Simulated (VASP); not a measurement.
Wanted: the native input for a VASP 6.6.1 run.

- Task: single point
- Functional: r2SCAN
- Potentials or basis: VASP PAW PBE potentials, release 64 (As)
- Cutoff: 520 eV
- k mesh: 5 × 5 × 5
- Occupations: fermi-dirac, width 0.1 eV
- Spin: no spin polarisation
- Dipole correction: no
- Further INCAR settings: ALGO = Normal; EDIFF = 1e-06; NBANDS = 12

The system is As.

```
As
1.0
     1.79508    1.03639    5.05426
    -1.79508    1.03639    5.05426
     0.00000   -2.07278    5.05426
As
2
Direct
  0.78834 0.78834 0.78834
  0.21166 0.21166 0.21166
```

The input as run:

POSCAR

```
As
1.0
    1.7950784285      1.0363890139      5.0542643309
   -1.7950784285      1.0363890139      5.0542643309
    0.0000000000     -2.0727780278      5.0542643309
As
2
Direct
    0.7883402482      0.7883402482      0.7883402482
    0.2116597518      0.2116597518      0.2116597518
```

INCAR.step1

```
SYSTEM = As
PREC = Accurate
ENCUT = 520
ISMEAR = -1
SIGMA = 0.1
LREAL = .FALSE.
LASPH = .TRUE.
NELM = 100
NBANDS = 12
GGA = PE
ALGO = Normal
EDIFF = 1E-4
LWAVE = .TRUE.
LCHARG = .FALSE.
```

INCAR.step2

```
SYSTEM = As
PREC = Accurate
ENCUT = 520
EDIFF = 1E-6
ISMEAR = -1
SIGMA = 0.1
LREAL = .FALSE.
LASPH = .TRUE.
NELM = 100
ALGO = Normal
ISIF = 2
LWAVE = .FALSE.
LCHARG = .FALSE.
METAGGA = R2SCAN
LMIXTAU = .TRUE.
NBANDS = 12
ISTART = 1
```

KPOINTS

```
Automatic mesh
0
G
  5 5 5
  0 0 0
```

Potentials or basis: VASP PAW PBE potentials, release 64 (As).

The run is started by

```bash
$ cat potpaw_PBE.64/As/POTCAR > POTCAR
$ cp INCAR.step1 INCAR
$ mpirun -np 1 vasp_std > vasp.out
$ cp INCAR.step2 INCAR
$ mpirun -np 1 vasp_std > vasp.out
```

It gave:

```
Pressure               : 0.4 GPa
Largest force          : 0.016 eV/Å
Band gap on the k mesh : 0.96 eV (least direct gap 1.70 eV)
```

Caveat: the PAW data sets were made with another functional, which shifts forces and pressure a little.

Run time: 2.1 min on 1 thread of Intel Xeon 8259CL, on a shared host, peak memory 0.27 GiB.
